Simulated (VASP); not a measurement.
# TaN (P6/mmm) in VASP: single point with PBE+D4

Aim: the single point of TaN with PBE+D4.

All numbers are computed with VASP 6.6.1; they aren't measurements. Logs are shortened: lines on timing, memory, paths and dates and some standing lists are left out, and cuts for length are marked.

## 1. The cell of the first run

The structure is hexagonal, space group P6/mmm (No. 191). The conventional cell has a = 5.222 Å, b = 5.222 Å, c = 2.921 Å, α = 90.00°, β = 90.00°, γ = 120.00°. Within 3.4 Å of Ta (site symmetry 6/mmm) lie 6 N at 2.61 Å and 14 Ta at 2.92 to 3.35 Å. Within 2.8 Å of Ta (site symmetry -6m2) lie 6 N at 2.10 Å. Within 2.8 Å of N (site symmetry mmm) lie 6 Ta at 2.10 to 2.61 Å and 4 N at 2.61 Å.

## 2. Single point, PBE+D4

Input file INCAR:

```
  PREC = Accurate
  ENCUT = 700
  EDIFF = 1E-6
  ISMEAR = -1
  SIGMA = 0.05
  LREAL = F
  LASPH = T
  NELM = 120
  ALGO = Normal
  ISIF = 2
  LWAVE = F
  LCHARG = T
  GGA = PE
  IVDW = 13
  LELF = T
  LVHAR = T
  NBANDS = 36
  GGA_COMPAT = F
```

Input file KPOINTS:

```
regular mesh
0
Gamma
  6 6 9
```

Input file POSCAR:

```
TaN
1.0
    5.2216246734      0.0000000000      0.0000000000
   -2.6108123367      4.5220596162      0.0000000000
    0.0000000000      0.0000000000      2.9209813512
Ta N
3 3
Direct
    0.0000000000      0.0000000000      0.0000000000
    0.3333333333      0.6666666667      0.5000000000
    0.6666666667      0.3333333333      0.5000000000
    0.5000000000      0.0000000000      0.0000000000
    0.5000000000      0.5000000000      0.0000000000
    0.0000000000      0.5000000000      0.0000000000
```

Potentials or basis: VASP PAW PBE potentials, release 64 (Ta_sv_GW, N).

Started as:

```sh
$ cat potpaw_PBE.64/Ta_sv_GW/POTCAR potpaw_PBE.64/N/POTCAR > POTCAR
$ mpirun -np 1 vasp_std > vasp.out
```

OUTCAR:

```text
PREC = Accurate
   ENCUT = 700
   EDIFF = 1E-6
   ISMEAR = -1
   LREAL = F
   LASPH = T
   NELM = 120
   ISIF = 2
   GGA = PE
   IVDW = 13

 ion  position               nearest neighbor table
   1  0.000  0.000  0.000-
   2  0.333  0.667  0.500-   6 2.10   6 2.10   4 2.10   4 2.10   5 2.10   5 2.10   3 3.01   3 3.01
                             3 3.01
   3  0.667  0.333  0.500-   6 2.10   6 2.10   4 2.10   4 2.10   5 2.10   5 2.10   2 3.01   2 3.01
                             2 3.01
   4  0.500  0.000  0.000-   2 2.10   3 2.10   2 2.10   3 2.10
   5  0.500  0.500  0.000-   2 2.10   3 2.10   2 2.10   3 2.10
   6  0.000  0.500  0.000-   2 2.10   3 2.10   2 2.10   3 2.10

  LATTYP: Found a hexagonal cell.
 ALAT       =     5.2216246734
 C/A-ratio  =     0.5594008635

  Lattice vectors:

 A1 = (   5.2216246734,   0.0000000000,   0.0000000000)
 A2 = (  -2.6108123367,   4.5220596162,   0.0000000000)
 A3 = (   0.0000000000,   0.0000000000,   2.9209813512)

Analysis of symmetry for initial positions (statically):
=====================================================================
 Subroutine PRICEL returns:
 Original cell was already a primitive cell.

 Routine SETGRP: Setting up the symmetry group for a
 hexagonal supercell.

 Subroutine GETGRP returns: Found 24 space group operations
 (whereof 24 operations were pure point group operations)
 out of a pool of 24 trial point group operations.

The static configuration has the point symmetry D_6h.

Analysis of symmetry for dynamics (positions and initial velocities):
=====================================================================
 Subroutine PRICEL returns:
 Original cell was already a primitive cell.

 Routine SETGRP: Setting up the symmetry group for a
 hexagonal supercell.

 Subroutine GETGRP returns: Found 24 space group operations
 (whereof 24 operations were pure point group operations)
 out of a pool of 24 trial point group operations.

The dynamic configuration has the point symmetry D_6h.

 Subroutine INISYM returns: Found 24 space group operations
 (whereof 24 operations are pure point group operations),
 and found     1 'primitive' translations

----------------------------------------------------------------------------------------

                                     Primitive cell

  volume of cell :      68.9717

  direct lattice vectors                    reciprocal lattice vectors
     5.221624673  0.000000000  0.000000000     0.191511275  0.110569086  0.000000000
    -2.610812337  4.522059616  0.000000000     0.000000000  0.221138173  0.000000000
     0.000000000  0.000000000  2.920981351     0.000000000  0.000000000  0.342350696

  length of vectors
     5.221624673  5.221624673  2.920981351     0.221138173  0.221138173  0.342350696

  position of ions in fractional coordinates (direct lattice)
     0.000000000  0.000000000  0.000000000
     0.333333333  0.666666667  0.500000000
     0.666666667  0.333333333  0.500000000
     0.500000000  0.000000000  0.000000000
     0.500000000  0.500000000  0.000000000
     0.000000000  0.500000000  0.000000000

  ion indices of the primitive-cell ions
   primitive index   ion index
                 1           1
                 2           2
                 3           3
                 4           4
                 5           5
                 6           6

----------------------------------------------------------------------------------------

 KPOINTS: regular mesh

Automatic generation of k-mesh.
 Grid dimensions read from file:
 generate k-points for:    6    6    9

 Generating k-lattice:

  Cartesian coordinates                     Fractional coordinates (reciprocal lattice)
     0.031918546  0.018428181  0.000000000     0.166666667 -0.000000000  0.000000000
     0.000000000  0.036856362  0.000000000     0.000000000  0.166666667  0.000000000
     0.000000000  0.000000000  0.038038966     0.000000000  0.000000000  0.111111111

  Length of vectors
     0.036856362  0.036856362  0.038038966

  Shift w.r.t. Gamma in fractional coordinates (k-lattice)
     0.000000000  0.000000000  0.000000000

 Subroutine IBZKPT returns following result:
 ===========================================

 Found     35 irreducible k-points:

 Following reciprocal coordinates:
            Coordinates               Weight
  0.000000  0.000000  0.000000      1.000000
  0.166667 -0.000000  0.000000      6.000000
  0.333333 -0.000000  0.000000      6.000000
  0.500000 -0.000000  0.000000      3.000000
  0.166667  0.166667  0.000000      6.000000
  0.333333  0.166667  0.000000     12.000000
[... 16 lines left out ...]
  0.166667 -0.000000  0.333333     12.000000
  0.333333 -0.000000  0.333333     12.000000
 [... further k-points ...]
   k-points           NKPTS =     35   k-points in BZ     NKDIM =     35   number of bands    NBANDS=     36
   number of dos      NEDOS =    301   number of ions     NIONS =      6
   total plane-waves  NPLWV =  64512
   dimension x,y,z NGX =    48 NGY =   48 NGZ =   28
   dimension x,y,z NGXF=    96 NGYF=   96 NGZF=   56
   ions per type =               3   3
   NGX,Y,Z   is equivalent  to a cutoff of  15.28, 15.28, 15.94 a.u.
   NGXF,Y,Z  is equivalent  to a cutoff of  30.56, 30.56, 31.87 a.u.
 SYSTEM =  unknown system
   PREC   = accura    normal or accurate (medium, high low for compatibility)
   ISTART =      0    job   : 0-new  1-cont  2-samecut
   ICHARG =      2    charge: 1-file 2-atom 10-const
   ISPIN  =      1    spin polarized calculation?
   LNONCOLLINEAR =      F non collinear calculations
   LSORBIT =      F    spin-orbit coupling
   LASPH  =      T    aspherical Exc in radial PAW
   ENCUT  =  700.0 eV  51.45 Ry    7.17 a.u.  11.26 11.26  6.30*2*pi/ulx,y,z
   NELM   =    120;   NELMIN=  2; NELMDL= -5     # of ELM steps
   EDIFF  = 0.1E-05   stopping-criterion for ELM
   LREAL  =      F    real-space projection
   EDIFFG = 0.1E-04   stopping-criterion for IOM
   NSW    =      0    number of steps for IOM
   IBRION =     -1    ionic relax: 0-MD 1-quasi-New 2-CG
   NFREE  =      0    steps in history (QN), initial steepest desc. (CG)
   ISIF   =      2    stress and relaxation
   ISYM   =      2    0-nonsym 1-usesym 2-fastsym
   POTIM  = 0.5000    time-step for ionic-motion
   TEBEG  =    0.0;   TEEND  =   0.0 temperature during run
   PSTRESS=    0.0 pullay stress
   NELECT =      54.0000    total number of electrons
   NUPDOWN=      -1.0000    fix difference up-down
   EMIN   =  10.00;   EMAX   =-10.00  energy-range for DOS
   EFERMI =   0.00;   METHOD = LEGACY
   ISMEAR =    -1;   SIGMA  =   0.05  broadening in eV -4-tet -1-fermi 0-gaus
   EFERMI_NEDOS =   21; number of points for ismear=-14 and -15
   IALGO  =     38    algorithm
   IMIX   =      4    mixing-type and parameters
     AMIX     =   0.40;   BMIX     =  1.00
     AMIX_MAG =   1.60;   BMIX_MAG =  1.00
  volume/ion in A,a.u.               =      11.50        77.57
  Fermi-wavevector in a.u.,A,eV,Ry     =   1.508861  2.851333 30.975853  2.276661
  Thomas-Fermi vector in A             =   2.619259
   LORBIT       =      0    0 simple, 1 ext, 2 COOP (PROOUT), +10 PAW based schemes
   GGA     = PE    functional components
   LHFCALC =     F    Hartree Fock is set to
   AEXX    =    0.0000 exact exchange contribution
   IVDW    =    13    specifies the selected vdW correction
   LEPSILON=     F    determine dielectric tensor
   LRPA    =     F    only Hartree local field effects (RPA)
 non-spin polarized calculation
  energy-cutoff  :      700.00
  volume of cell :       68.97
 maximum number of plane-waves:      2919
 NGX is ok and might be reduce to    48
   NGX = 23   NGY = 23   NGZ = 13

 number of electron      54.0000003 magnetization

 Free energy of the ion-electron system (eV)
  ---------------------------------------------------
  ext. energy  EPLUGINS =         0.00000000
  ---------------------------------------------------
  free energy    TOTEN  =       -72.37517317 eV

  energy without entropy =      -72.36962072  energy(sigma->0) =      -72.37239694

 E-fermi :  11.8165     XC(G=0): -13.2737

 val. band max:       11.8027743165   @ k =   0.1667  -0.0000   0.2222
 cond. band min:      11.8262602253   @ k =   0.0000   0.0000   0.2222
 fundamental gap:      0.0234859088
 Fermi energy:        11.8164894397

 k-point     1 :       0.0000    0.0000    0.0000
  band No.  band energies     occupation
      1     -57.4171      2.00000
      2     -57.3736      2.00000
      3     -57.0528      2.00000
      4     -24.2204      2.00000
      5     -24.2204      2.00000
      6     -23.8532      2.00000
[... 28 lines left out ...]
     35      15.1698      0.00000
     36      15.2600      0.00000

 k-point     2 :       0.1667   -0.0000    0.0000
  band No.  band energies     occupation
      1     -57.4145      2.00000
      2     -57.3761      2.00000
      3     -57.0529      2.00000
      4     -24.2391      2.00000
      5     -24.2089      2.00000
      6     -23.8386      2.00000
[... 28 lines left out ...]
     35      15.4633      0.00000
     36      15.5121      0.00000

 k-point     3 :       0.3333   -0.0000    0.0000
  band No.  band energies     occupation
      1     -57.4078      2.00000
      2     -57.3828      2.00000
      3     -57.0531      2.00000
      4     -24.2716      2.00000
      5     -24.1601      2.00000
      6     -23.8641      2.00000
[... 28 lines left out ...]
     35      15.3796      0.00000
     36      15.4906      0.00000

 k-point     4 :       0.5000   -0.0000    0.0000
  band No.  band energies     occupation
      1     -57.4024      2.00000
      2     -57.3881      2.00000
      3     -57.0532      2.00000
      4     -24.2860      2.00000
      5     -24.1074      2.00000
      6     -23.9236      2.00000
[... 28 lines left out ...]
     35      15.5996      0.00000
     36      15.7239      0.00000

 k-point     5 :       0.1667    0.1667    0.0000
  band No.  band energies     occupation
      1     -57.4097      2.00000
      2     -57.3808      2.00000
      3     -57.0531      2.00000
      4     -24.2571      2.00000
      5     -24.1836      2.00000
      6     -23.8528      2.00000
[... 655 lines left out ...]
 k-point    22 :       0.0000    0.0000    0.3333
  band No.  band energies     occupation
      1     -57.3838      2.00000
      2     -57.3415      2.00000
      3     -57.0265      2.00000
      4     -24.3148      2.00000
      5     -24.1217      2.00000
      6     -24.1077      2.00000
[... 28 lines left out ...]
     35      15.2023      0.00000
     36      15.9231      0.00000

 k-point    23 :       0.1667   -0.0000    0.3333
  band No.  band energies     occupation
      1     -57.3813      2.00000
      2     -57.3441      2.00000
      3     -57.0266      2.00000
      4     -24.3078      2.00000
      5     -24.1354      2.00000
      6     -24.1177      2.00000
[... 28 lines left out ...]
     35      15.3548      0.00000
     36      15.7666      0.00000

 k-point    24 :       0.3333   -0.0000    0.3333
  band No.  band energies     occupation
      1     -57.3749      2.00000
      2     -57.3505      2.00000
      3     -57.0266      2.00000
      4     -24.2876      2.00000
      5     -24.1663      2.00000
      6     -24.1360      2.00000
[... 28 lines left out ...]
     35      15.6086      0.00000
     36      16.2083      0.00000

 [... further k-points ...]

------------------------ aborting loop because EDIFF is reached ----------------------------------------

  DFT-D4 for vdW energy calculation

  Edisp (eV):   -1.77116

  FORCE on cell =-STRESS in cart. coord.  units (eV):
  Direction    XX          YY          ZZ          XY          YZ          ZX
  --------------------------------------------------------------------------------------
  -------------------------------------------------------------------------------------
  Total      -0.01270    -0.01270     0.05181     0.00000     0.00000     0.00000
  in kB      -0.29497    -0.29497     1.20351     0.00000     0.00000     0.00000
  external pressure =        0.20 kB  Pullay stress =        0.00 kB

 VOLUME and BASIS-vectors are now :
 -----------------------------------------------------------------------------
  energy-cutoff  :      700.00
  volume of cell :       68.97
      direct lattice vectors                 reciprocal lattice vectors
     5.221624673  0.000000000  0.000000000     0.191511275  0.110569086  0.000000000
    -2.610812337  4.522059616  0.000000000     0.000000000  0.221138173  0.000000000
     0.000000000  0.000000000  2.920981351     0.000000000  0.000000000  0.342350696

 POSITION                                       TOTAL-FORCE (eV/Angst)
 -----------------------------------------------------------------------------------
      0.00000      0.00000      0.00000        -0.000000      0.000000     -0.000000
     -0.00000      3.01471      1.46049        -0.000000      0.000000     -0.000000
      2.61081      1.50735      1.46049         0.000000     -0.000000      0.000000
      2.61081      0.00000      0.00000        -0.000000      0.000000     -0.000000
      1.30541      2.26103      0.00000        -0.000000      0.000000     -0.000000
     -1.30541      2.26103      0.00000        -0.000000      0.000000     -0.000000
 -----------------------------------------------------------------------------------
    total drift:                               -0.000000      0.000000     -0.000000

  FREE ENERGIE OF THE ION-ELECTRON SYSTEM (eV)
  ---------------------------------------------------
  free  energy   TOTEN  =       -74.1463337018 eV

  energy  without entropy=      -74.1407812516  energy(sigma->0) =      -74.14355748
```

Wall time 2 min (1 thread of Intel Xeon Platinum 8559C (Emerald Rapids), shared host); peak memory 0.31 GiB.

Results:

| Quantity | Value |
| --- | --- |
| Free energy | -74.1463 eV |
| Pressure | 0.0 GPa |
| Band gap on the k mesh | zero (bands 27 and 28 overlap by 2.00 eV) |
| Dispersion energy per atom | -0.295 eV |

Stress tensor (GPa, compression positive):
```
-0.03  0.00  0.00
 0.00 -0.03  0.00
 0.00  0.00  0.12
```

Caveat: spin-orbit coupling is left out, which moves the levels of the heavy elements.

The gap in the log of VASP goes by the Fermi energy; the results here count the filled bands.